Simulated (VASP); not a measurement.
# TmSb2Cl2 (P-3m1) in VASP: further runs, part 2 of 3

VASP 6.6.1. Earlier steps stand in the parts before.

## 3. Single point, PBE

This run uses another cell than the first one, of 32.28 Å³/atom.

INCAR

```
ALGO = Normal
EDIFF = 1E-6
ENCUT = 500
GGA = PE
GGA_COMPAT = False
ISIF = 2
ISMEAR = 0
LASPH = True
LCHARG = False
LMAXMIX = 6
LREAL = False
LWAVE = False
NBANDS = 24
NELM = 200
PREC = Accurate
SIGMA = 0.1
```

KPOINTS

```
k-points
0
Gamma
  6 6 2
```

POSCAR

```
TmSb2Cl2
1.0
    4.9147638500      0.0000000000      0.0000000000
   -2.4573819200      4.2563103500      0.0000000000
    0.0000000000      0.0000000000      7.7144734800
Tm Sb Cl
1 2 2
Direct
    0.0000000000      0.0000000000      0.0000000000
    0.3333333300      0.6666666700      0.6459000100
    0.6666666700      0.3333333300      0.3540999900
    0.3333333300      0.6666666700      0.2585000100
    0.6666666700      0.3333333300      0.7414999900
```

Potentials or basis: VASP PAW PBE potentials, release 64 (Tm_3, Sb, Cl), 4f in core.

The run is started by

```
$ cat potpaw_PBE.64/Tm_3/POTCAR potpaw_PBE.64/Sb/POTCAR potpaw_PBE.64/Cl/POTCAR > POTCAR
$ mpirun -np 1 vasp_std > vasp.out
```

OUTCAR:

```text
EDIFF = 1E-6
   ENCUT = 500
   GGA = PE
   ISIF = 2
   ISMEAR = 0
   LASPH = True
   LREAL = False
   NELM = 200
   PREC = Accurate

 ion  position               nearest neighbor table
   1  0.000  0.000  0.000-
   2  0.333  0.667  0.646-   5 2.93   5 2.93   5 2.93   4 2.99   3 3.62   3 3.62   3 3.62
   3  0.667  0.333  0.354-   4 2.93   4 2.93   4 2.93   5 2.99   2 3.62   2 3.62   2 3.62
   4  0.333  0.667  0.259-   3 2.93   3 2.93   3 2.93   2 2.99
   5  0.667  0.333  0.741-   2 2.93   2 2.93   2 2.93   3 2.99

  LATTYP: Found a hexagonal cell.
 ALAT       =     4.9147638500
 C/A-ratio  =     1.5696529305

  Lattice vectors:

 A1 = (   4.9147638500,   0.0000000000,   0.0000000000)
 A2 = (  -2.4573819200,   4.2563103500,   0.0000000000)
 A3 = (   0.0000000000,   0.0000000000,   7.7144734800)

Analysis of symmetry for initial positions (statically):
=====================================================================
 Subroutine PRICEL returns:
 Original cell was already a primitive cell.

 Routine SETGRP: Setting up the symmetry group for a
 hexagonal supercell.

 Subroutine GETGRP returns: Found 12 space group operations
 (whereof 12 operations were pure point group operations)
 out of a pool of 24 trial point group operations.

The static configuration has the point symmetry D_3d.

Analysis of symmetry for dynamics (positions and initial velocities):
=====================================================================
 Subroutine PRICEL returns:
 Original cell was already a primitive cell.

 Routine SETGRP: Setting up the symmetry group for a
 hexagonal supercell.

 Subroutine GETGRP returns: Found 12 space group operations
 (whereof 12 operations were pure point group operations)
 out of a pool of 24 trial point group operations.

The dynamic configuration has the point symmetry D_3d.

 Subroutine INISYM returns: Found 12 space group operations
 (whereof 12 operations are pure point group operations),
 and found     1 'primitive' translations

----------------------------------------------------------------------------------------

                                     Primitive cell

  volume of cell :     161.3772

  direct lattice vectors                    reciprocal lattice vectors
     4.914763850  0.000000000  0.000000000     0.203468576  0.117472637  0.000000000
    -2.457381920  4.256310350  0.000000000     0.000000000  0.234945274  0.000000000
     0.000000000  0.000000000  7.714473480     0.000000000  0.000000000  0.129626475

  length of vectors
     4.914763850  4.914763849  7.714473480     0.234945274  0.234945274  0.129626475

  position of ions in fractional coordinates (direct lattice)
     0.000000000  0.000000000  0.000000000
     0.333333330  0.666666670  0.645900010
     0.666666670  0.333333330  0.354099990
     0.333333330  0.666666670  0.258500010
     0.666666670  0.333333330  0.741499990

  ion indices of the primitive-cell ions
   primitive index   ion index
                 1           1
                 2           2
                 3           3
[... 31 lines left out ...]
  0.000000  0.000000  0.000000      1.000000
  0.166667 -0.000000  0.000000      6.000000
  0.333333 -0.000000  0.000000      6.000000
  0.500000 -0.000000  0.000000      3.000000
  0.166667  0.166667  0.000000      6.000000
  0.333333  0.166667  0.000000     12.000000
  0.333333  0.333333  0.000000      2.000000
  0.000000  0.000000  0.500000      1.000000
  0.166667 -0.000000  0.500000      6.000000
  0.333333 -0.000000  0.500000      6.000000
  0.500000 -0.000000  0.500000      3.000000
  0.166667  0.166667  0.500000      6.000000
  0.333333  0.166667  0.500000     12.000000
  0.333333  0.333333  0.500000      2.000000
   k-points           NKPTS =     14   k-points in BZ     NKDIM =     14   number of bands    NBANDS=     24
   number of dos      NEDOS =    301   number of ions     NIONS =      5
   total plane-waves  NPLWV =  72576
   dimension x,y,z NGX =    36 NGY =   36 NGZ =   56
   dimension x,y,z NGXF=    72 NGYF=   72 NGZF=  112
   ions per type =               1   2   2
   NGX,Y,Z   is equivalent  to a cutoff of  12.18, 12.18, 12.07 a.u.
   NGXF,Y,Z  is equivalent  to a cutoff of  24.35, 24.35, 24.14 a.u.
 SYSTEM =  unknown system
   PREC   = accura    normal or accurate (medium, high low for compatibility)
   ISTART =      0    job   : 0-new  1-cont  2-samecut
   ICHARG =      2    charge: 1-file 2-atom 10-const
   ISPIN  =      1    spin polarized calculation?
   LNONCOLLINEAR =      F non collinear calculations
   LSORBIT =      F    spin-orbit coupling
   LASPH  =      T    aspherical Exc in radial PAW
   ENCUT  =  500.0 eV  36.75 Ry    6.06 a.u.   8.96  8.96 14.07*2*pi/ulx,y,z
   NELM   =    200;   NELMIN=  2; NELMDL= -5     # of ELM steps
   EDIFF  = 0.1E-05   stopping-criterion for ELM
   LREAL  =      F    real-space projection
   EDIFFG = 0.1E-04   stopping-criterion for IOM
   NSW    =      0    number of steps for IOM
   IBRION =     -1    ionic relax: 0-MD 1-quasi-New 2-CG
   NFREE  =      0    steps in history (QN), initial steepest desc. (CG)
   ISIF   =      2    stress and relaxation
   ISYM   =      2    0-nonsym 1-usesym 2-fastsym
   POTIM  = 0.5000    time-step for ionic-motion
   TEBEG  =    0.0;   TEEND  =   0.0 temperature during run
   PSTRESS=    0.0 pullay stress
   NELECT =      33.0000    total number of electrons
   NUPDOWN=      -1.0000    fix difference up-down
   EMIN   =  10.00;   EMAX   =-10.00  energy-range for DOS
   EFERMI =   0.00;   METHOD = LEGACY
   ISMEAR =     0;   SIGMA  =   0.10  broadening in eV -4-tet -1-fermi 0-gaus
   EFERMI_NEDOS =   21; number of points for ismear=-14 and -15
   IALGO  =     38    algorithm
   IMIX   =      4    mixing-type and parameters
     AMIX     =   0.40;   BMIX     =  1.00
     AMIX_MAG =   1.60;   BMIX_MAG =  1.00
  volume/ion in A,a.u.               =      32.28       217.81
  Fermi-wavevector in a.u.,A,eV,Ry     =   0.964492  1.822626 12.656755  0.930245
  Thomas-Fermi vector in A             =   2.094128
   LORBIT       =      0    0 simple, 1 ext, 2 COOP (PROOUT), +10 PAW based schemes
   GGA     = PE    functional components
   LHFCALC =     F    Hartree Fock is set to
   AEXX    =    0.0000 exact exchange contribution
   IVDW    =     0    specifies the selected vdW correction
   LEPSILON=     F    determine dielectric tensor
   LRPA    =     F    only Hartree local field effects (RPA)
 non-spin polarized calculation
 Gauss-broadening in eV      SIGMA  =   0.10
  energy-cutoff  :      500.00
  volume of cell :      161.38
 maximum number of plane-waves:      4128
 NGX is ok and might be reduce to    36
   NGX = 17   NGY = 17   NGZ = 29

 number of electron      33.0000009 magnetization

 Free energy of the ion-electron system (eV)
  ---------------------------------------------------
  ext. energy  EPLUGINS =         0.00000000
  ---------------------------------------------------
  free energy    TOTEN  =       -14.49349850 eV

  energy without entropy =      -14.44714302  energy(sigma->0) =      -14.47032076

 E-fermi :   4.1100     XC(G=0):  -8.7414

 val. band max:        4.1015129139   @ k =   0.1667  -0.0000   0.5000
 cond. band min:       4.1208650932   @ k =   0.3333   0.3333   0.5000
 fundamental gap:      0.0193521794
 Fermi energy:         4.1100412771

 k-point     1 :       0.0000    0.0000    0.0000
  band No.  band energies     occupation
      1     -23.7573      2.00000
      2     -23.7573      2.00000
      3     -23.6823      2.00000
      4     -12.3979      2.00000
      5     -12.2030      2.00000
      6      -5.1690      2.00000
[... 367 lines left out ...]
     23       6.6857      0.00000
     24       6.6857      0.00000

------------------------ aborting loop because EDIFF is reached ----------------------------------------

  FORCE on cell =-STRESS in cart. coord.  units (eV):
  Direction    XX          YY          ZZ          XY          YZ          ZX
  --------------------------------------------------------------------------------------
  -------------------------------------------------------------------------------------
  Total       -1.5950007     -1.5950007     -1.6896273     -0.0000000     -0.0000000     -0.0000000
  in kB      -15.8354071    -15.8354071    -16.7748737     -0.0000000     -0.0000000     -0.0000000
  external PRESSURE =     -16.1485626 kB  Pullay stress =       0.0000000 kB

 VOLUME and BASIS-vectors are now :
 -----------------------------------------------------------------------------
  energy-cutoff  :      500.00
  volume of cell :      161.38
      direct lattice vectors                 reciprocal lattice vectors
     4.914763850  0.000000000  0.000000000     0.203468576  0.117472637  0.000000000
    -2.457381920  4.256310350  0.000000000     0.000000000  0.234945274  0.000000000
     0.000000000  0.000000000  7.714473480     0.000000000  0.000000000  0.129626475

 POSITION                                       TOTAL-FORCE (eV/Angst)
 -----------------------------------------------------------------------------------
      0.00000      0.00000      0.00000        -0.000000      0.000000      0.000000
     -0.00000      2.83754      4.98278        -0.000000      0.000000      0.720598
      2.45738      1.41877      2.73169        -0.000000     -0.000000     -0.720598
     -0.00000      2.83754      1.99419         0.000000      0.000000     -2.089065
      2.45738      1.41877      5.72028         0.000000     -0.000000      2.089065
 -----------------------------------------------------------------------------------
    total drift:                                0.000000      0.000000     -0.000000

  FREE ENERGIE OF THE ION-ELECTRON SYSTEM (eV)
  ---------------------------------------------------
  free  energy   TOTEN  =       -14.4934984972 eV

  energy  without entropy=      -14.4471430231  energy(sigma->0) =      -14.47032076
```

Run time: 25 s. Hardware: 1 thread of Intel Xeon 6975P-C (Granite Rapids), shared host; peak memory 0.27 GiB.

What came out:

```
Free energy            : -14.4935 eV
Pressure               : -1.6 GPa
Largest force          : 2.089 eV/Å
Band gap on the k mesh : zero (an odd number of electrons rules out a gap without spin polarisation)
```

Forces in eV/Å, atoms in the order of the input:
```
Tm   0.000  0.000  0.000
Sb   0.000  0.000  0.721
Sb   0.000  0.000 -0.721
Cl   0.000  0.000 -2.089
Cl   0.000  0.000  2.089
```

Levels at points of the mesh, in eV from the Fermi level:
| k point | band 14 | band 15 | band 16 | band 17 | band 18 | band 19 |
| --- | --- | --- | --- | --- | --- | --- |
| (0.00, 0.00, 0.00) | -0.64 | -0.64 | -0.46 | 0.11 | 0.11 | 0.30 |
| (0.50, 0.00, 0.00) | -1.53 | -0.11 | -0.05 | 0.31 | 0.34 | 1.04 |
| (0.00, 0.00, 0.50) | -1.47 | -0.63 | -0.41 | -0.41 | -0.25 | -0.25 |
| (0.50, 0.00, 0.50) | -1.75 | -1.20 | -0.29 | 0.15 | 0.64 | 1.39 |

Caveat: the k points lie up to 0.41 Å⁻¹ apart, too coarse for converged energies and pressures of a metal; spin-orbit coupling is left out, which moves the levels of the heavy elements; the 4f electrons are frozen in the core, so they carry no moment and show no levels; an odd number of electrons without spin polarisation forces a metal; a magnetic or distorted state may lie lower; the run has no spin polarisation, though such a crystal can be magnetic.

[end of part 2 of 3]

The gap in the log of VASP goes by the Fermi energy; the results here count the filled bands.